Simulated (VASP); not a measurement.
Wanted: the native input for a VASP 6.6.1 run.

* Task: single point
* Functional: r2SCAN
* Potentials or basis: VASP PAW PBE potentials, release 64 (C)
* Cutoff: 520 eV
* k mesh: 12 × 12 × 12
* Occupations: gaussian, width 0.01 eV
* Spin: no spin polarisation
* Dipole correction: no
* Further INCAR settings: ALGO = Normal; EDIFF = 1e-07; NBANDS = 11

Crystal: C.

```
C
1.0
     0.00000    1.78012    1.81573
     1.78012    0.00000    1.81573
     1.78012    1.78012    0.00000
C
2
Cartesian
  0.0000 0.0000 0.0000
  0.8901 0.8901 0.9079
```

This cell differs from its parent crystal: uniaxial z strain +2.0%.

These files were run (other wordings do the same):

POSCAR

```
C
1.0
    0.0000000000      1.7801241425      1.8157266254
    1.7801241425      0.0000000000      1.8157266254
    1.7801241425      1.7801241425      0.0000000000
C
2
Direct
    0.0000000000      0.0000000000      0.0000000000
    0.2500000000      0.2500000000      0.2500000000
```

INCAR.step1

```
SYSTEM = C
  PREC = Accurate
  ENCUT = 520
  ISMEAR = 0
  SIGMA = 0.01
  LREAL = .False.
  LASPH = .True.
  NELM = 100
  NBANDS = 11
  GGA = PE
  ALGO = Normal
  EDIFF = 1E-4
  LWAVE = .True.
  LCHARG = .False.
```

INCAR.step2

```
SYSTEM = C
  PREC = Accurate
  ENCUT = 520
  EDIFF = 1E-7
  ISMEAR = 0
  SIGMA = 0.01
  LREAL = .False.
  LASPH = .True.
  NELM = 100
  ALGO = Normal
  ISIF = 2
  LWAVE = .False.
  LCHARG = .True.
  METAGGA = R2SCAN
  LMIXTAU = .True.
  LELF = .True.
  LVHAR = .True.
  NBANDS = 11
  ISTART = 1
```

KPOINTS

```
Automatic mesh
0
Gamma
  12 12 12
  0 0 0
```

Potentials or basis: VASP PAW PBE potentials, release 64 (C).

Launch:

```bash
$ cat potpaw_PBE.64/C/POTCAR > POTCAR
$ cp INCAR.step1 INCAR
$ mpirun -np 1 vasp_std > vasp.out
$ cp INCAR.step2 INCAR
$ mpirun -np 1 vasp_std > vasp.out
```

It gave:

The pressure is -7.5 GPa. The band gap on the k mesh is 4.05 eV, indirect (least direct gap 5.61 eV).

Caveat: the cell differs from its parent crystal (uniaxial z strain +2.0%); the PAW data sets were made with another functional, which shifts forces and pressure a little.

It took 96 s on 1 thread of Intel(R) Xeon(R) Platinum 8488C (Sapphire Rapids), on a shared host, peak memory 0.13 GiB.
